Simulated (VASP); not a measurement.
# Zr4ScO (F-43m) in VASP: further runs

Zr4ScO is run at these levels: PBE; tasks: single point, relaxation of cell and atoms.

Program: VASP 6.6.1. These are calculated values, not measurements. Logs are shortened: lines on timing, memory, paths and dates and some standing lists are left out, and cuts for length are marked.

**1. The cell of the first run**

Symmetry: F-43m, No. 216, cubic system. Conventional cell: a = 7.014 Å, b = 7.014 Å, c = 7.014 Å, α = 90.00°, β = 90.00°, γ = 90.00°. Within 3.3 Å of Zr (site symmetry 3m) lie 6 Zr at 2.46 to 2.50 Å and 3 O at 2.91 Å and 3 Sc at 2.91 Å. Sc (site symmetry -43m) has 12 Zr at 2.91 Å and 4 O at 3.04 Å within 3.8 Å. Within 3.8 Å of O (site symmetry -43m) lie 12 Zr at 2.91 Å and 4 Sc at 3.04 Å.

The cell was built from a structure type or drawn by symmetry, and may not be a known phase.

**2. Single point, PBE**

Input file INCAR:

```
SYSTEM = Zr4ScO
PREC = Accurate ; ENCUT = 600
EDIFF = 1E-6 ; ISMEAR = 0
SIGMA = 0.1 ; LREAL = .FALSE.
LASPH = .TRUE. ; NELM = 120
ALGO = Normal ; ISIF = 2
LWAVE = .FALSE. ; LCHARG = .TRUE.
GGA = PE ; LELF = .TRUE.
LVHAR = .TRUE. ; NBANDS = 42
GGA_COMPAT = .FALSE.
```

Input file KPOINTS:

```
regular mesh
0
G
  4 4 4
  0 0 0
```

Input file POSCAR:

```
Zr4ScO
1.0
    0.0000000000      3.5070930300      3.5070930300
    3.5070930300      0.0000000000      3.5070930300
    3.5070930300      3.5070930300      0.0000000000
Zr Sc O
4 1 1
Direct
    0.3741246300      0.8776261200      0.3741246300
    0.3741246300      0.3741246300      0.8776261200
    0.8776261200      0.3741246300      0.3741246300
    0.3741246300      0.3741246300      0.3741246300
    0.7500000000      0.7500000000      0.7500000000
    0.0000000000      0.0000000000      0.0000000000
```

Potentials or basis: VASP PAW PBE potentials, release 64 (Zr_sv, Sc_sv, O).

Launch:

```bash
$ cat potpaw_PBE.64/Zr_sv/POTCAR potpaw_PBE.64/Sc_sv/POTCAR potpaw_PBE.64/O/POTCAR > POTCAR
$ mpirun -np 1 vasp_std > vasp.out
```

OUTCAR:

```text
SYSTEM = Zr4ScO
   PREC = Accurate
   ENCUT = 600
   EDIFF = 1E-6
   ISMEAR = 0
   LREAL = .FALSE.
   LASPH = .TRUE.
   NELM = 120
   ISIF = 2
   GGA = PE

 ion  position               nearest neighbor table
   1  0.374  0.878  0.374-   2 2.46   3 2.46   4 2.46   3 2.50   2 2.50   4 2.50   6 2.91   6 2.91
                             6 2.91   5 2.91   5 2.91   5 2.91
   2  0.374  0.374  0.878-   1 2.46   3 2.46   4 2.46   1 2.50   3 2.50   4 2.50   6 2.91   6 2.91
                             6 2.91   5 2.91   5 2.91   5 2.91
   3  0.878  0.374  0.374-   1 2.46   2 2.46   4 2.46   1 2.50   2 2.50   4 2.50   6 2.91   6 2.91
                             6 2.91   5 2.91   5 2.91   5 2.91
   4  0.374  0.374  0.374-   1 2.46   2 2.46   3 2.46   3 2.50   1 2.50   2 2.50   6 2.91   6 2.91
                             6 2.91   5 2.91   5 2.91   5 2.91
   5  0.750  0.750  0.750-   1 2.91   2 2.91   3 2.91   4 2.91   4 2.91   4 2.91   1 2.91   3 2.91
                             1 2.91   2 2.91   3 2.91   2 2.91
   6  0.000  0.000  0.000-   1 2.91   3 2.91   2 2.91   3 2.91   1 2.91   2 2.91   4 2.91   4 2.91
                             4 2.91   1 2.91   2 2.91   3 2.91

  LATTYP: Found a face centered cubic cell.
 ALAT       =     7.0141860600

  Lattice vectors:

 A1 = (   0.0000000000,   3.5070930300,   3.5070930300)
 A2 = (   3.5070930300,   0.0000000000,   3.5070930300)
 A3 = (   3.5070930300,   3.5070930300,   0.0000000000)

Analysis of symmetry for initial positions (statically):
=====================================================================
 Subroutine PRICEL returns:
 Original cell was already a primitive cell.

 Routine SETGRP: Setting up the symmetry group for a
 face centered cubic supercell.

 Subroutine GETGRP returns: Found 24 space group operations
 (whereof 24 operations were pure point group operations)
 out of a pool of 48 trial point group operations.

The static configuration has the point symmetry T_d .

Analysis of symmetry for dynamics (positions and initial velocities):
=====================================================================
 Subroutine PRICEL returns:
 Original cell was already a primitive cell.

 Routine SETGRP: Setting up the symmetry group for a
 face centered cubic supercell.

 Subroutine GETGRP returns: Found 24 space group operations
 (whereof 24 operations were pure point group operations)
 out of a pool of 48 trial point group operations.

The dynamic configuration has the point symmetry T_d .

 Subroutine INISYM returns: Found 24 space group operations
 (whereof 24 operations are pure point group operations),
 and found     1 'primitive' translations

----------------------------------------------------------------------------------------

                                     Primitive cell

  volume of cell :      86.2724

  direct lattice vectors                    reciprocal lattice vectors
     0.000000000  3.507093030  3.507093030    -0.142568217  0.142568217  0.142568217
     3.507093030  0.000000000  3.507093030     0.142568217 -0.142568217  0.142568217
     3.507093030  3.507093030  0.000000000     0.142568217  0.142568217 -0.142568217

  length of vectors
     4.959778528  4.959778528  4.959778528     0.246935395  0.246935395  0.246935395

  position of ions in fractional coordinates (direct lattice)
     0.374124630  0.877626120  0.374124630
     0.374124630  0.374124630  0.877626120
     0.877626120  0.374124630  0.374124630
     0.374124630  0.374124630  0.374124630
     0.750000000  0.750000000  0.750000000
     0.000000000  0.000000000  0.000000000

  ion indices of the primitive-cell ions
   primitive index   ion index
                 1           1
                 2           2
                 3           3
                 4           4
                 5           5
                 6           6

----------------------------------------------------------------------------------------

 KPOINTS: regular mesh

Automatic generation of k-mesh.
 Grid dimensions read from file:
 generate k-points for:    4    4    4

 Generating k-lattice:

  Cartesian coordinates                     Fractional coordinates (reciprocal lattice)
    -0.035642054  0.035642054  0.035642054     0.250000000  0.000000000  0.000000000
     0.035642054 -0.035642054  0.035642054     0.000000000  0.250000000  0.000000000
     0.035642054  0.035642054 -0.035642054     0.000000000  0.000000000  0.250000000

  Length of vectors
     0.061733849  0.061733849  0.061733849

  Shift w.r.t. Gamma in fractional coordinates (k-lattice)
     0.000000000  0.000000000  0.000000000

 Subroutine IBZKPT returns following result:
 ===========================================

 Found      8 irreducible k-points:

 Following reciprocal coordinates:
            Coordinates               Weight
  0.000000  0.000000  0.000000      1.000000
  0.250000  0.000000  0.000000      8.000000
  0.500000  0.000000  0.000000      4.000000
[... 32 lines left out ...]
   TEBEG  =    0.0;   TEEND  =   0.0 temperature during run
   PSTRESS=    0.0 pullay stress
   NELECT =      65.0000    total number of electrons
   NUPDOWN=      -1.0000    fix difference up-down
   EMIN   =  10.00;   EMAX   =-10.00  energy-range for DOS
   EFERMI =   0.00;   METHOD = LEGACY
   ISMEAR =     0;   SIGMA  =   0.10  broadening in eV -4-tet -1-fermi 0-gaus
   EFERMI_NEDOS =   21; number of points for ismear=-14 and -15
   IALGO  =     38    algorithm
   IMIX   =      4    mixing-type and parameters
     AMIX     =   0.40;   BMIX     =  1.00
     AMIX_MAG =   1.60;   BMIX_MAG =  1.00
  volume/ion in A,a.u.               =      14.38        97.03
  Fermi-wavevector in a.u.,A,eV,Ry     =   1.489665  2.815059 30.192720  2.219102
  Thomas-Fermi vector in A             =   2.602545
   LORBIT       =      0    0 simple, 1 ext, 2 COOP (PROOUT), +10 PAW based schemes
   GGA     = PE    functional components
   LHFCALC =     F    Hartree Fock is set to
   AEXX    =    0.0000 exact exchange contribution
   IVDW    =     0    specifies the selected vdW correction
   LEPSILON=     F    determine dielectric tensor
   LRPA    =     F    only Hartree local field effects (RPA)
 non-spin polarized calculation
 Gauss-broadening in eV      SIGMA  =   0.10
  energy-cutoff  :      600.00
  volume of cell :       86.27
 maximum number of plane-waves:      2891
   NGX = 19   NGY = 19   NGZ = 19

 number of electron      65.0000004 magnetization

 Free energy of the ion-electron system (eV)
  ---------------------------------------------------
  ext. energy  EPLUGINS =         0.00000000
  ---------------------------------------------------
  free energy    TOTEN  =       -34.51561841 eV

  energy without entropy =      -34.51133433  energy(sigma->0) =      -34.51347637

 E-fermi :  11.4633     XC(G=0): -12.5294

 val. band max:       11.3934167825   @ k =   0.0000   0.0000   0.0000
 cond. band min:      11.6652478355   @ k =   0.5000   0.2500   0.0000
 fundamental gap:      0.2718310530
 Fermi energy:        11.4632662292

 k-point     1 :       0.0000    0.0000    0.0000
  band No.  band energies     occupation
      1     -37.3039      2.00000
      2     -36.8998      2.00000
      3     -35.7948      2.00000
      4     -35.7948      2.00000
      5     -35.7948      2.00000
      6     -18.6567      2.00000
[... 34 lines left out ...]
     41      17.1965      0.00000
     42      17.2687      0.00000

 k-point     2 :       0.2500    0.0000    0.0000
  band No.  band energies     occupation
      1     -37.1776      2.00000
      2     -36.8984      2.00000
      3     -35.9656      2.00000
      4     -35.7970      2.00000
      5     -35.7970      2.00000
      6     -18.2098      2.00000
[... 34 lines left out ...]
     41      16.0059      0.00000
     42      16.0059      0.00000

 k-point     3 :       0.5000    0.0000    0.0000
  band No.  band energies     occupation
      1     -37.0106      2.00000
      2     -36.8888      2.00000
      3     -36.1847      2.00000
      4     -35.7993      2.00000
      5     -35.7993      2.00000
      6     -17.7130      2.00000
[... 177 lines left out ...]
      4     -35.8042      2.00000
      5     -35.8042      2.00000
      6     -16.7351      2.00000
[... 34 lines left out ...]
     41      14.7871      0.00000
     42      15.0071      0.00000

 k-point     8 :      -0.2500    0.5000    0.2500
  band No.  band energies     occupation
      1     -36.9873      2.00000
      2     -36.6208      2.00000
      3     -36.5013      2.00000
      4     -35.8043      2.00000
      5     -35.8006      2.00000
      6     -16.7019      2.00000
[... 34 lines left out ...]
     41      14.7311      0.00000
     42      14.9956      0.00000

------------------------ aborting loop because EDIFF is reached ----------------------------------------

  FORCE on cell =-STRESS in cart. coord.  units (eV):
  Direction    XX          YY          ZZ          XY          YZ          ZX
  --------------------------------------------------------------------------------------
  -------------------------------------------------------------------------------------
  Total       35.2674704     35.2674704     35.2674704     -0.0000000     -0.0000000     -0.0000000
  in kB      654.9573770    654.9573770    654.9573770     -0.0000000     -0.0000000     -0.0000000
  external PRESSURE =     654.9573770 kB  Pullay stress =       0.0000000 kB

 VOLUME and BASIS-vectors are now :
 -----------------------------------------------------------------------------
  energy-cutoff  :      600.00
  volume of cell :       86.27
      direct lattice vectors                 reciprocal lattice vectors
     0.000000000  3.507093030  3.507093030    -0.142568217  0.142568217  0.142568217
     3.507093030  0.000000000  3.507093030     0.142568217 -0.142568217  0.142568217
     3.507093030  3.507093030  0.000000000     0.142568217  0.142568217 -0.142568217

 POSITION                                       TOTAL-FORCE (eV/Angst)
 -----------------------------------------------------------------------------------
      4.39001      2.62418      4.39001        -0.844698      0.844698     -0.844698
      4.39001      4.39001      2.62418        -0.844698     -0.844698      0.844698
      2.62418      4.39001      4.39001         0.844698     -0.844698     -0.844698
      2.62418      2.62418      2.62418         0.844698      0.844698      0.844698
      5.26064      5.26064      5.26064         0.000000      0.000000      0.000000
      0.00000      0.00000      0.00000         0.000000      0.000000      0.000000
 -----------------------------------------------------------------------------------
    total drift:                               -0.000118     -0.000118     -0.000118

  FREE ENERGIE OF THE ION-ELECTRON SYSTEM (eV)
  ---------------------------------------------------
  free  energy   TOTEN  =       -34.5156184128 eV

  energy  without entropy=      -34.5113343307  energy(sigma->0) =      -34.51347637
```

Wall time 72 s (1 thread of AMD EPYC 7R43 (Zen 3), shared host); peak memory 0.21 GiB.

What came out:

```yaml
Free_energy: -34.5156 eV
Pressure: 65.5 GPa
Largest_force: 1.463 eV/Å
Band_gap_on_the_k_mesh: zero (an odd number of electrons rules out a gap without spin polarisation)
```

Forces in eV/Å, atoms in the order of the input:
```
Zr  -0.845  0.845 -0.845
Zr  -0.845 -0.845  0.845
Zr   0.845 -0.845 -0.845
Zr   0.845  0.845  0.845
Sc   0.000  0.000  0.000
O    0.000  0.000  0.000
```

Caveat: the k points lie up to 0.39 Å⁻¹ apart, too coarse for converged energies and pressures of a metal; an odd number of electrons without spin polarisation forces a metal; a magnetic or distorted state may lie lower.

**3. Single point, PBE**

This run uses another cell than the first one, of 22.53 Å³/atom.

Input file INCAR:

```
SYSTEM = Zr4ScO
  PREC = Accurate
  ENCUT = 600
  EDIFF = 1E-6
  ISMEAR = 0
  SIGMA = 0.1
  LREAL = .FALSE.
  LASPH = .TRUE.
  NELM = 120
  ALGO = Normal
  ISIF = 2
  LWAVE = .FALSE.
  LCHARG = .FALSE.
  GGA = PE
  NBANDS = 42
  GGA_COMPAT = .FALSE.
```

KPOINTS is that of step 2.

Input file POSCAR:

```
Zr4ScO
1.0
    0.0000000000      4.0737238592      4.0737238592
    4.0737238592      0.0000000000      4.0737238592
    4.0737238592      4.0737238592      0.0000000000
Zr Sc O
4 1 1
Direct
    0.3784640085      0.8646079744      0.3784640085
    0.3784640085      0.3784640085      0.8646079744
    0.8646079744      0.3784640085      0.3784640085
    0.3784640085      0.3784640085      0.3784640085
    0.7500000000      0.7500000000      0.7500000000
    0.0000000000      0.0000000000      0.0000000000
```

Potentials or basis: VASP PAW PBE potentials, release 64 (Zr_sv, Sc_sv, O).

Launch:

```bash
$ cat potpaw_PBE.64/Zr_sv/POTCAR potpaw_PBE.64/Sc_sv/POTCAR potpaw_PBE.64/O/POTCAR > POTCAR
$ mpirun -np 1 vasp_std > vasp.out
```

Run time: 2.1 min. Hardware: 1 thread of AMD EPYC 7R43 (Zen 3), shared host; peak memory 0.3 GiB.

The run converged. Its results:

* Free energy: -41.6057 eV
* Pressure: 0.0 GPa
* Largest force: 0.011 eV/Å
* Band gap on the k mesh: zero (an odd number of electrons rules out a gap without spin polarisation)

Forces in eV/Å, atoms in the order of the input:
```
Zr   0.007 -0.007  0.007
Zr   0.007  0.007 -0.007
Zr  -0.007  0.007  0.007
Zr  -0.007 -0.007 -0.007
Sc   0.000  0.000  0.000
O    0.000  0.000  0.000
```

Levels at points of the mesh, in eV from the Fermi level:
| k point | band 30 | band 31 | band 32 | band 33 | band 34 | band 35 |
| --- | --- | --- | --- | --- | --- | --- |
| (0.00, 0.00, 0.00) | -0.57 | -0.57 | -0.16 | -0.16 | -0.16 | 1.35 |
| (0.50, 0.00, 0.00) | -0.40 | -0.40 | -0.34 | 0.44 | 0.44 | 0.45 |
| (0.50, 0.50, 0.00) | -0.76 | -0.28 | 0.22 | 0.31 | 0.58 | 0.78 |

Caveat: an odd number of electrons without spin polarisation forces a metal; a magnetic or distorted state may lie lower.

**4. Relaxation of cell and atoms, PBE**

Input file INCAR:

```
ALGO = Normal
EDIFF = 1E-7
EDIFFG = -0.04
ENCUT = 600
GGA = PE
GGA_COMPAT = False
IBRION = 2
ISIF = 3
ISMEAR = 0
LASPH = True
LCHARG = False
LREAL = False
LWAVE = False
NELM = 120
NELMIN = 4
NSW = 90
PREC = Accurate
SIGMA = 0.1
```

Input file KPOINTS:

```
k-points
0
Gamma
  4 4 4
```

Input file POSCAR:

```
Zr4ScO
1.0
    0.0000000000      3.5070930300      3.5070930300
    3.5070930300      0.0000000000      3.5070930300
    3.5070930300      3.5070930300      0.0000000000
Zr Sc O
4 1 1
Direct
    0.3741246300      0.8776261200      0.3741246300
    0.3741246300      0.3741246300      0.8776261200
    0.8776261200      0.3741246300      0.3741246300
    0.3741246300      0.3741246300      0.3741246300
    0.7500000000      0.7500000000      0.7500000000
    0.0000000000      0.0000000000      0.0000000000
```

Launch:

```bash
$ cat potpaw_PBE.64/Zr_sv/POTCAR potpaw_PBE.64/Sc_sv/POTCAR potpaw_PBE.64/O/POTCAR > POTCAR
$ mpirun -np 1 vasp_std > vasp.out
```

Wall time 6.2 min (1 thread of AMD EPYC 7R43 (Zen 3), shared host); peak memory 0.22 GiB.

It converged, with:

- Free energy: -41.5622 eV
- Relaxed volume: 22.40 Å³/atom
- Relaxed cell: a = 5.749 Å, b = 5.749 Å, c = 5.749 Å, α = 60.00°, β = 60.00°, γ = 60.00°
- Space group after relaxing (to 0.1 Å): F-43m (No. 216)
- Energy gained by relaxing: 1174.4 meV/atom
- Ionic steps: 5
- Pressure after relaxing: 0.2 GPa
- Largest force after relaxing: 0.029 eV/Å
- Band gap on the k mesh: zero (an odd number of electrons rules out a gap without spin polarisation)

Forces on the atoms (eV/Å):
```
Zr   0.017 -0.017  0.017
Zr   0.017  0.017 -0.017
Zr  -0.017  0.017  0.017
Zr  -0.017 -0.017 -0.017
Sc   0.000  0.000  0.000
O    0.000  0.000  0.000
```

The path:
| step | energy change (eV) | largest force (eV/Å) | pressure (GPa) | volume (Å³) |
| --- | --- | --- | --- | --- |
| 1 | 0.0000 | 1.4628 | 65.50 | 86.27 |
| 2 | -4.7593 | 0.2309 | -12.72 | 182.45 |
| 3 | -7.0450 | 0.1498 | 0.02 | 134.57 |
| 4 | -7.0437 | 0.1473 | -0.52 | 135.69 |
| 5 | -7.0466 | 0.0292 | 0.19 | 134.37 |

Final structure:
```
Zr Sc O
1.0
     0.00000    4.06533    4.06533
     4.06533    0.00000    4.06533
     4.06533    4.06533    0.00000
Zr Sc O
4 1 1
Direct
  0.37847 0.86458 0.37847
  0.37847 0.37847 0.86458
  0.86458 0.37847 0.37847
  0.37847 0.37847 0.37847
  0.75000 0.75000 0.75000
  0.00000 0.00000 0.00000
```

Levels at points of the mesh, in eV from the Fermi level:
| k point | band 29 | band 30 | band 31 | band 32 | band 33 | band 34 | band 35 | band 36 |
| --- | --- | --- | --- | --- | --- | --- | --- | --- |
| (0.00, 0.00, 0.00) | -1.92 | -0.57 | -0.57 | -0.16 | -0.16 | -0.16 | 1.36 | 1.36 |
| (0.50, 0.00, 0.00) | -0.93 | -0.40 | -0.40 | -0.34 | 0.44 | 0.44 | 0.46 | 0.83 |
| (0.50, 0.50, 0.00) | -0.83 | -0.77 | -0.28 | 0.22 | 0.32 | 0.59 | 0.79 | 0.97 |

Caveat: the k points lie up to 0.33 Å⁻¹ apart in the final cell, too coarse for converged energies and pressures of a metal; the volume moved by over 15 % at a fixed basis, so the end points are rough; an odd number of electrons without spin polarisation forces a metal; a magnetic or distorted state may lie lower.

**5. Single point, PBE**

This run uses another cell than the first one, of 22.76 Å³/atom.

Input file INCAR:

```
SYSTEM = Zr4ScO
PREC = Accurate
ENCUT = 600
EDIFF = 1E-6
ISMEAR = 0
SIGMA = 0.1
LREAL = .FALSE.
LASPH = .TRUE.
NELM = 120
ALGO = Normal
ISIF = 2
LWAVE = .FALSE.
LCHARG = .FALSE.
GGA = PE
NBANDS = 42
GGA_COMPAT = .FALSE.
```

Input file KPOINTS:

```
Automatic mesh
0
G
  8 8 8
  0 0 0
```

Input file POSCAR:

```
Zr4ScO
1.0
    0.0000000000      4.0872329802      4.0872329802
    4.0872329802      0.0000000000      4.0872329802
    4.0872329802      4.0872329802      0.0000000000
Zr Sc O
4 1 1
Direct
    0.1357932909      0.6214022364      0.6214022364
    0.6214022364      0.6214022364      0.6214022364
    0.6214022364      0.6214022364      0.1357932909
    0.6214022364      0.1357932909      0.6214022364
    0.2500000000      0.2500000000      0.2500000000
    0.0000000000      0.0000000000      0.0000000000
```

Launch:

```bash
$ cat potpaw_PBE.64/Zr_sv/POTCAR potpaw_PBE.64/Sc_sv/POTCAR potpaw_PBE.64/O/POTCAR > POTCAR
$ mpirun -np 1 vasp_std > vasp.out
```

Wall time 6.1 min (1 thread of AMD EPYC 7R43 (Zen 3), shared host); peak memory 0.39 GiB.

Results (log left out):

* Free energy: -41.5489 eV
* Pressure: 0.0 GPa
* Largest force: 0.020 eV/Å
* Band gap on the k mesh: zero (an odd number of electrons rules out a gap without spin polarisation)

Forces on the atoms (eV/Å):
```
Zr   0.011 -0.011 -0.011
Zr   0.011  0.011  0.011
Zr  -0.011 -0.011  0.011
Zr  -0.011  0.011 -0.011
Sc   0.000  0.000  0.000
O    0.000  0.000  0.000
```

Levels at points of the mesh, in eV from the Fermi level:
```csv
k point,band 30,band 31,band 32,band 33,band 34,band 35
"(0.00, 0.00, 0.00)",-0.59,-0.59,-0.19,-0.19,-0.19,1.31
"(0.50, 0.00, 0.00)",-0.43,-0.43,-0.35,0.41,0.41,0.41
"(0.50, 0.50, 0.00)",-0.77,-0.28,0.18,0.28,0.54,0.74
```

Caveat: an odd number of electrons without spin polarisation forces a metal; a magnetic or distorted state may lie lower.

**6. Overview**

```csv
task,cell,k mesh,gap on the mesh (eV),pressure (GPa),largest force (eV/Å)
single point,"a = 4.960 Å, angles 60.0°, 6 atoms, atomic positions A",4 × 4 × 4,none,65.5,1.46
single point,"a = 5.761 Å, angles 60.0°, 6 atoms, atomic positions B",4 × 4 × 4,none,0.0,0.01
relaxation of cell and atoms,"relaxed from a = 4.960 Å, angles 60.0°, 6 atoms, atomic positions A",4 × 4 × 4,none,0.2,0.03
single point,"a = 5.780 Å, angles 60.0°, 6 atoms, atomic positions B",8 × 8 × 8,none,0.0,0.02
```

Alike in all rows: level PBE; potentials or basis VASP PAW PBE potentials, release 64 (Zr_sv, Sc_sv, O); no spin polarisation; cutoff (eV) 600; smearing gaussian 0.1 eV.

Caveats: some runs use coarse meshes; an odd number of electrons without spin polarisation forces a metal; a magnetic or distorted state may lie lower; the volume moved by over 15 % at a fixed basis, so the end points are rough (at least some runs).

Absolute energies hang on the potentials; compare differences alone.
